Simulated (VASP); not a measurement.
A run of VASP 6.6.1:

INCAR

```
SYSTEM = InAs
  PREC = Accurate
  ENCUT = 600
  EDIFF = 1E-7
  ISMEAR = -1
  SIGMA = 0.1
  LREAL = .FALSE.
  LASPH = .TRUE.
  NELM = 60
  ALGO = Normal
  ISIF = 3
  LWAVE = .FALSE.
  LCHARG = .FALSE.
  GGA = PS
  IBRION = 2
  NSW = 80
  EDIFFG = -0.01
```

Contents of KPOINTS:

```
regular mesh
0
G
  6 6 6
  0 0 0
```

Contents of POSCAR:

```
InAs
1.0
    0.0000000000      2.8773040000      2.8773040000
    2.8773040000      0.0000000000      2.8773040000
    2.8773040000      2.8773040000      0.0000000000
In As
1 1
Direct
    0.5000000000      0.5000000000      0.5000000000
    0.0000000000      0.0000000000      0.0000000000
```

Potentials or basis: VASP PAW PBE potentials, release 64 (In_d, As).

Launch:

```sh
$ cat potpaw_PBE.64/In_d/POTCAR potpaw_PBE.64/As/POTCAR > POTCAR
$ mpirun -np 1 vasp_std > vasp.out
```

Hardware: 1 thread of AMD EPYC 9R45 96-Core Processor (Zen 5), on a shared host.

Problem. Estimate the wall time of this run.

Solution. It took 37 s on 1 thread of AMD EPYC 9R45 96-Core Processor (Zen 5), on a shared host, peak memory 0.17 GiB. Counts: scf iterations 32, k points 16, ion steps 3.
